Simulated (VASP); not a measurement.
# Cr in VASP: further runs

Runs on Cr. Level: PBEsol. Tasks: single point.

All numbers are computed with VASP 6.6.1; they aren't measurements. Logs are shortened: lines on timing, memory, paths and dates and some standing lists are left out, and cuts for length are marked.

## 1. The cell of the first run

The cell holds a slab with vacuum, 6 atoms: a = 2.530 Å, b = 2.530 Å, c = 25.329 Å, α = 90.00°, β = 90.00°, γ = 120.00°.

## 2. Single point, PBEsol

The input, INCAR:

```
PREC     = Accurate       # precision mode
ENCUT    = 520            # plane-wave cutoff, eV
EDIFF    = 1E-6           # SCF threshold, eV
ISMEAR   = 0              # smearing method
SIGMA    = 0.1            # smearing width, eV
LREAL    = False          # projectors in reciprocal space
LASPH    = True           # aspherical terms in the spheres
NELM     = 60             # most SCF steps
ALGO     = Fast           # electronic algorithm
ISIF     = 2              # what is computed and relaxed
LWAVE    = False          # write WAVECAR
LCHARG   = True           # write CHGCAR
LDIPOL   = True         
IDIPOL   = 3            
DIPOL    = 0.5 0.5 0.500
GGA      = PS             # functional
LELF     = True           # ELF
LVHAR    = True         
LVACPOTAV= True         
NBANDS   = 45             # bands
```

The input, KPOINTS:

```
regular mesh
0
Gamma
  15 15 1
```

The input, POSCAR:

```
Cr
1.0
    2.5301037415      0.0000000000      0.0000000000
   -1.2650518707      2.1911341143      0.0000000000
    0.0000000000      0.0000000000     25.3291052715
Cr
6
Direct
    0.6666666667      0.3333333333      0.2961020502
    0.3333333333      0.6666666667      0.3776612301
    0.0000000000      0.0000000000      0.4592204100
    0.6666666667      0.3333333333      0.5407795900
    0.3333333333      0.6666666667      0.6223387699
    0.0000000000      0.0000000000      0.7038979498
```

Potentials or basis: VASP PAW PBE potentials, release 64 (Cr_pv).

Started as:

```console
$ cat potpaw_PBE.64/Cr_pv/POTCAR > POTCAR
$ mpirun -np 1 vasp_std > vasp.out
```

OUTCAR:

```text
PREC = Accurate
   ENCUT = 520
   EDIFF = 1E-6
   ISMEAR = 0
   LREAL = False
   LASPH = True
   NELM = 60
   ISIF = 2
   GGA = PS

 ion  position               nearest neighbor table
   1  0.667  0.333  0.296-   2 2.53   2 2.53   2 2.53
   2  0.333  0.667  0.378-   1 2.53   3 2.53   1 2.53   3 2.53   3 2.53   1 2.53
   3  0.000  0.000  0.459-   2 2.53   2 2.53   2 2.53   4 2.53   4 2.53   4 2.53
   4  0.667  0.333  0.541-   5 2.53   5 2.53   5 2.53   3 2.53   3 2.53   3 2.53
   5  0.333  0.667  0.622-   4 2.53   6 2.53   4 2.53   6 2.53   6 2.53   4 2.53
   6  0.000  0.000  0.704-   5 2.53   5 2.53   5 2.53

  LATTYP: Found a hexagonal cell.
 ALAT       =     2.5301037415
 C/A-ratio  =    10.0110935595

  Lattice vectors:

 A1 = (   2.5301037415,   0.0000000000,   0.0000000000)
 A2 = (  -1.2650518707,   2.1911341143,   0.0000000000)
 A3 = (   0.0000000000,   0.0000000000,  25.3291052715)

Analysis of symmetry for initial positions (statically):
=====================================================================
 Subroutine PRICEL returns:
 Original cell was already a primitive cell.

 Routine SETGRP: Setting up the symmetry group for a
 hexagonal supercell.

 Subroutine GETGRP returns: Found 12 space group operations
 (whereof  6 operations were pure point group operations)
 out of a pool of 24 trial point group operations.

The static configuration has the point symmetry C_3v.
 The point group associated with its full space group is D_3d.

Analysis of symmetry for dynamics (positions and initial velocities):
=====================================================================
 Subroutine PRICEL returns:
 Original cell was already a primitive cell.

 Routine SETGRP: Setting up the symmetry group for a
 hexagonal supercell.

 Subroutine GETGRP returns: Found 12 space group operations
 (whereof  6 operations were pure point group operations)
 out of a pool of 24 trial point group operations.

The dynamic configuration has the point symmetry C_3v.
 The point group associated with its full space group is D_3d.

 Subroutine INISYM returns: Found 12 space group operations
 (whereof  6 operations are pure point group operations),
 and found     1 'primitive' translations

----------------------------------------------------------------------------------------

                                     Primitive cell

  volume of cell :     140.4194

  direct lattice vectors                    reciprocal lattice vectors
     2.530103742  0.000000000  0.000000000     0.395240710  0.228192331  0.000000000
    -1.265051871  2.191134114  0.000000000     0.000000000  0.456384661  0.000000000
     0.000000000  0.000000000 25.329105272     0.000000000  0.000000000  0.039480273

  length of vectors
     2.530103742  2.530103741 25.329105272     0.456384661  0.456384661  0.039480273

  position of ions in fractional coordinates (direct lattice)
     0.666666667  0.333333333  0.296102050
     0.333333333  0.666666667  0.377661230
     0.000000000  0.000000000  0.459220410
     0.666666667  0.333333333  0.540779590
     0.333333333  0.666666667  0.622338770
     0.000000000  0.000000000  0.703897950

  ion indices of the primitive-cell ions
   primitive index   ion index
                 1           1
                 2           2
                 3           3
                 4           4
                 5           5
                 6           6

----------------------------------------------------------------------------------------

 KPOINTS: regular mesh

Automatic generation of k-mesh.
 Grid dimensions read from file:
 generate k-points for:   15   15    1

 Generating k-lattice:

  Cartesian coordinates                     Fractional coordinates (reciprocal lattice)
     0.026349381  0.015212822  0.000000000     0.066666667  0.000000000  0.000000000
     0.000000000  0.030425644  0.000000000     0.000000000  0.066666667  0.000000000
     0.000000000  0.000000000  0.039480273     0.000000000  0.000000000  1.000000000

  Length of vectors
     0.030425644  0.030425644  0.039480273

  Shift w.r.t. Gamma in fractional coordinates (k-lattice)
     0.000000000  0.000000000  0.000000000

 Subroutine IBZKPT returns following result:
 ===========================================

 Found     27 irreducible k-points:

 Following reciprocal coordinates:
            Coordinates               Weight
  0.000000  0.000000  0.000000      1.000000
  0.066667 -0.000000  0.000000      6.000000
  0.133333 -0.000000  0.000000      6.000000
  0.200000 -0.000000  0.000000      6.000000
  0.266667 -0.000000  0.000000      6.000000
  0.333333 -0.000000  0.000000      6.000000
[... 16 lines left out ...]
  0.333333  0.200000  0.000000     12.000000
  0.400000  0.200000  0.000000      6.000000
 [... further k-points ...]
   k-points           NKPTS =     27   k-points in BZ     NKDIM =     27   number of bands    NBANDS=     45
   number of dos      NEDOS =    301   number of ions     NIONS =      6
   total plane-waves  NPLWV =  76800
   dimension x,y,z NGX =    20 NGY =   20 NGZ =  192
   dimension x,y,z NGXF=    40 NGYF=   40 NGZF=  384
   ions per type =               6
   NGX,Y,Z   is equivalent  to a cutoff of  13.14, 13.14, 12.60 a.u.
   NGXF,Y,Z  is equivalent  to a cutoff of  26.28, 26.28, 25.20 a.u.
 SYSTEM =  unknown system
   PREC   = accura    normal or accurate (medium, high low for compatibility)
   ISTART =      0    job   : 0-new  1-cont  2-samecut
   ICHARG =      2    charge: 1-file 2-atom 10-const
   ISPIN  =      1    spin polarized calculation?
   LNONCOLLINEAR =      F non collinear calculations
   LSORBIT =      F    spin-orbit coupling
   LASPH  =      T    aspherical Exc in radial PAW
   ENCUT  =  520.0 eV  38.22 Ry    6.18 a.u.   4.70  4.70 47.10*2*pi/ulx,y,z
   NELM   =     60;   NELMIN=  2; NELMDL= -5     # of ELM steps
   EDIFF  = 0.1E-05   stopping-criterion for ELM
   LREAL  =      F    real-space projection
   EDIFFG = 0.1E-04   stopping-criterion for IOM
   NSW    =      0    number of steps for IOM
   IBRION =     -1    ionic relax: 0-MD 1-quasi-New 2-CG
   NFREE  =      0    steps in history (QN), initial steepest desc. (CG)
   ISIF   =      2    stress and relaxation
   ISYM   =      2    0-nonsym 1-usesym 2-fastsym
   POTIM  = 0.5000    time-step for ionic-motion
   TEBEG  =    0.0;   TEEND  =   0.0 temperature during run
   PSTRESS=    0.0 pullay stress
   NELECT =      72.0000    total number of electrons
   NUPDOWN=      -1.0000    fix difference up-down
   EMIN   =  10.00;   EMAX   =-10.00  energy-range for DOS
   EFERMI =   0.00;   METHOD = LEGACY
   ISMEAR =     0;   SIGMA  =   0.10  broadening in eV -4-tet -1-fermi 0-gaus
   EFERMI_NEDOS =   21; number of points for ismear=-14 and -15
   IALGO  =     68    algorithm
   IMIX   =      4    mixing-type and parameters
     AMIX     =   0.40;   BMIX     =  1.00
     AMIX_MAG =   1.60;   BMIX_MAG =  1.00
  volume/ion in A,a.u.               =      23.40       157.93
  Fermi-wavevector in a.u.,A,eV,Ry     =   1.310318  2.476141 23.360286  1.716933
  Thomas-Fermi vector in A             =   2.440856
   LORBIT       =      0    0 simple, 1 ext, 2 COOP (PROOUT), +10 PAW based schemes
   GGA     = PS    functional components
   LHFCALC =     F    Hartree Fock is set to
   AEXX    =    0.0000 exact exchange contribution
   IVDW    =     0    specifies the selected vdW correction
   LEPSILON=     F    determine dielectric tensor
   LRPA    =     F    only Hartree local field effects (RPA)
 non-spin polarized calculation
 RMM-DIIS sequential band-by-band and
 Gauss-broadening in eV      SIGMA  =   0.10
  energy-cutoff  :      520.00
  volume of cell :      140.42
 maximum number of plane-waves:      3803
 NGX is ok and might be reduce to    20
   NGX =  9   NGY =  9   NGZ = 95

 number of electron      72.0000007 magnetization

 dipolmoment           0.000000      0.000000      0.000005 electrons x Angstroem

 Free energy of the ion-electron system (eV)
  ---------------------------------------------------
  ext. energy  EPLUGINS =         0.00000000
  ---------------------------------------------------
  free energy    TOTEN  =       -56.89536310 eV

  energy without entropy =      -56.83065810  energy(sigma->0) =      -56.86301060

 E-fermi :   2.7358     XC(G=0):  -7.6269

 val. band max:        2.7293981585   @ k =   0.2000  -0.0000   0.0000
 cond. band min:       2.7557186745   @ k =   0.1333  -0.0000   0.0000
 fundamental gap:      0.0263205159
 Fermi energy:         2.7358098862

 k-point     1 :       0.0000    0.0000    0.0000
  band No.  band energies     occupation
      1     -40.3266      2.00000
      2     -40.2200      2.00000
      3     -40.0164      2.00000
      4     -39.8061      2.00000
      5     -39.6226      2.00000
      6     -39.5326      2.00000
[... 37 lines left out ...]
     44       4.0947      0.00000
     45       4.0973      0.00000

 k-point     2 :       0.0667   -0.0000    0.0000
  band No.  band energies     occupation
      1     -40.3141      2.00000
      2     -40.2113      2.00000
      3     -40.0141      2.00000
      4     -39.8109      2.00000
      5     -39.6323      2.00000
      6     -39.5629      2.00000
[... 37 lines left out ...]
     44       3.8785      0.00000
     45       3.8827      0.00000

 k-point     3 :       0.1333   -0.0000    0.0000
  band No.  band energies     occupation
      1     -40.2780      2.00000
      2     -40.1874      2.00000
      3     -40.0110      2.00000
      4     -39.8333      2.00000
      5     -39.6763      2.00000
      6     -39.6432      2.00000
[... 37 lines left out ...]
     44       3.6625      0.00000
     45       3.6848      0.00000

 k-point     4 :       0.2000   -0.0000    0.0000
  band No.  band energies     occupation
      1     -40.2244      2.00000
      2     -40.1551      2.00000
      3     -40.0223      2.00000
      4     -39.8998      2.00000
      5     -39.7830      2.00000
      6     -39.7486      2.00000
[... 901 lines left out ...]
     44       4.3284      0.00000
     45       4.9660      0.00000

 k-point    23 :       0.3333    0.2000    0.0000
  band No.  band energies     occupation
      1     -40.2422      2.00000
      2     -40.2079      2.00000
      3     -40.1655      2.00000
      4     -40.1527      2.00000
      5     -40.0720      2.00000
      6     -40.0542      2.00000
[... 37 lines left out ...]
     44       4.5327      0.00000
     45       5.0146      0.00000

 k-point    24 :       0.4000    0.2000    0.0000
  band No.  band energies     occupation
      1     -40.2599      2.00000
      2     -40.2203      2.00000
      3     -40.1718      2.00000
      4     -40.1613      2.00000
      5     -40.0808      2.00000
      6     -40.0723      2.00000
[... 37 lines left out ...]
     44       4.6710      0.00000
     45       5.1196      0.00000

 [... further k-points ...]
[... 5 lines left out ...]
  --------------------------------------------------------------------------------------
  -------------------------------------------------------------------------------------
  Total       -4.4453174     -4.4453174      0.0317852     -0.0000000      0.0000000      0.0000000
  in kB      -50.7208142    -50.7208142      0.3626674     -0.0000000      0.0000000      0.0000000
  external PRESSURE =     -33.6929870 kB  Pullay stress =       0.0000000 kB

 VOLUME and BASIS-vectors are now :
 -----------------------------------------------------------------------------
  energy-cutoff  :      520.00
  volume of cell :      140.42
      direct lattice vectors                 reciprocal lattice vectors
     2.530103742  0.000000000  0.000000000     0.395240710  0.228192331  0.000000000
    -1.265051871  2.191134114  0.000000000     0.000000000  0.456384661  0.000000000
     0.000000000  0.000000000 25.329105272     0.000000000  0.000000000  0.039480273

 POSITION                                       TOTAL-FORCE (eV/Angst)
 -----------------------------------------------------------------------------------
      1.26505      0.73038      7.50000        -0.000000     -0.000000     -0.119289
     -0.00000      1.46076      9.56582        -0.000000     -0.000000      0.146257
      0.00000      0.00000     11.63164        -0.000000      0.000000      0.122567
      1.26505      0.73038     13.69746         0.000000      0.000000     -0.122567
     -0.00000      1.46076     15.76328         0.000000      0.000000     -0.146257
      0.00000      0.00000     17.82911         0.000000      0.000000      0.119289
 -----------------------------------------------------------------------------------
    total drift:                               -0.000000      0.000001      0.000933

  FREE ENERGIE OF THE ION-ELECTRON SYSTEM (eV)
  ---------------------------------------------------
  free  energy   TOTEN  =       -56.8953631018 eV

  energy  without entropy=      -56.8306580987  energy(sigma->0) =      -56.86301060

 vacuum level on the upper side and lower side of the slab         7.846         7.846
```

Wall time 5.8 min (1 thread of Intel Xeon Platinum 8375C at 2.90GHz (Ice Lake), shared host); peak memory 0.31 GiB.

Results:

```
Free energy            : -56.8954 eV
Largest force          : 0.146 eV/Å
Band gap on the k mesh : zero (band 36 reaches 3.39 eV, above the bottom of band 37 at 2.14 eV)
```

Forces in eV/Å, atoms in the order of the input:
```
Cr   0.000  0.000 -0.119
Cr   0.000  0.000  0.146
Cr   0.000  0.000  0.123
Cr   0.000  0.000 -0.123
Cr   0.000  0.000 -0.146
Cr   0.000  0.000  0.119
```

Caveat: the PAW data sets were made with another functional, which shifts forces and pressure a little; the run has no spin polarisation, though such a crystal can be magnetic.

(Part 1 of 2 ends here.)
